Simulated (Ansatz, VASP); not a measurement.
## Pd in VASP and in Ansatz

```
Pd
1.0
     0.00000    1.92028    1.92028
     1.92028    0.00000    1.92028
     1.92028    1.92028    0.00000
Pd
1
Direct
  0.00000 0.00000 0.00000
```

Alike in both runs: task single point; functional LDA; k mesh 23 × 23 × 23; occupations fermi-dirac, width 0.05 eV; collinear spin.

|  | VASP | Ansatz |
| --- | --- | --- |
| version | VASP 6.6.1 | Ansatz 0.2.0 |
| potentials or method | VASP PAW LDA potentials, release 64 (Pd), cutoff 520 eV | plane waves (420 eV) with PAW, scalar-relativistic |
| valence electrons in the cell | 10 | 18 |

```tsv
	VASP	Ansatz	Ansatz less VASP
pressure (GPa)	0.0	-0.2	-0.25
net moment per atom (μB)	0.00	0.00	-0.002
```

Ansatz warns that its potentials were made for another functional, while VASP's fit it. LDA's correlation is that of Perdew and Zunger in VASP and of Perdew and Wang (1992) in Ansatz. VASP's potentials hold 10 valence electrons a cell and Ansatz's 18, so a difference there can come from the potentials and not from the codes. Ansatz's warnings: seeded moment not kept.
